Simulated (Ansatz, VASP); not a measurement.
**One calculation of Ga5As3P2, two programs**

```xyz
10
Lattice="0.0000 -3.9913 0.0000 3.9913 0.0000 0.0000 -1.9956 1.9956 14.1370" Properties=species:S:1:pos:R:3 pbc="T T T"
Ga    1.9956   -1.9956   11.2259
Ga    1.9956   -1.9956    0.0000
Ga    0.0000    0.0000    2.9110
Ga    1.9956   -1.9956    5.6149
Ga    0.0000    0.0000    8.5221
P     0.0000   -1.9956    4.2629
P     0.0000   -1.9956    9.8741
As    1.9956    0.0000   12.6822
As    1.9956    0.0000    1.4548
As    1.9956    0.0000    7.0685
```

Alike in both runs: task single point; functional PBE; k mesh 4 × 4 × 4; occupations gaussian, width 0.1 eV; no spin polarisation.

|  | VASP | Ansatz |
| --- | --- | --- |
| version | VASP 6.6.1 | Ansatz 0.2.0 |
| potentials or method | VASP PAW PBE potentials, release 64 (Ga_d, P, As), cutoff 520 eV | scalar-relativistic, plane waves, PAW |
| valence electrons in the cell | 90 | 120 |

|  | VASP | Ansatz | Ansatz less VASP |
| --- | --- | --- | --- |
| gap on the k mesh at the Fermi level (eV) | 0.66 | 0.66 | 0.000 |
| least direct gap on the mesh (eV) | 0.66 | 0.66 | 0.000 |
| pressure (GPa) | 0.2 | 0.1 | -0.13 |
| traceless stress, the component that is largest in VASP (GPa) | -0.76 | -0.76 | 0.000 |
| rms of the force components (eV/Å) | 0.004 | 0.002 | -0.0018 |

Atom by atom the forces differ by 0.005 eV/Å (rms over components). VASP's potentials hold 90 valence electrons a cell and Ansatz's 120, so a difference there can come from the potentials and not from the codes.
